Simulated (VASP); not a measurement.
Wanted: the native input for a VASP 6.6.1 run.

- Task: single point
- Functional: PBE
- Potentials or basis: VASP PAW PBE potentials, release 64 (Se)
- Cutoff: 520 eV
- k mesh: 11 × 11 × 11
- Occupations: fermi-dirac, width 0.1 eV
- Spin: no spin polarisation
- Dipole correction: no
- Further INCAR settings: ALGO = Normal; EDIFF = 1e-06; NBANDS = 13

The structure of Se lies in POSCAR:

```
Se
1.0
    0.0000000000      3.0564476421      3.0564476421
    3.0564476421      0.0000000000      3.0564476421
    3.0564476421      3.0564476421      0.0000000000
Se
2
Direct
   -0.1250000000     -0.1250000000     -0.1250000000
    0.1250000000      0.1250000000      0.1250000000
```

This cell differs from its parent crystal: volume scaled by 0.9.

The input as run:

INCAR

```
  PREC = Accurate
  ENCUT = 520
  EDIFF = 1E-6
  ISMEAR = -1
  SIGMA = 0.1
  LREAL = False
  LASPH = True
  NELM = 60
  ALGO = Normal
  ISIF = 2
  LWAVE = False
  LCHARG = True
  GGA = PE
  LELF = True
  LVHAR = True
  NBANDS = 13
```

KPOINTS

```
regular mesh
0
Gamma
  11 11 11
```

Potentials or basis: VASP PAW PBE potentials, release 64 (Se).

The run is started by

```console
$ cat potpaw_PBE.64/Se/POTCAR > POTCAR
$ mpirun -np 1 vasp_std > vasp.out
```

It gave:

```json
{
  "Pressure": "5.1 GPa",
  "Band gap on the k mesh": "zero (band 6 reaches 3.22 eV, above the bottom of band 7 at 2.06 eV)"
}
```

Run time: 10 s on 1 thread of Intel(R) Xeon(R) 6975P-C (Granite Rapids), with other jobs on the host, peak memory 0.19 GiB.
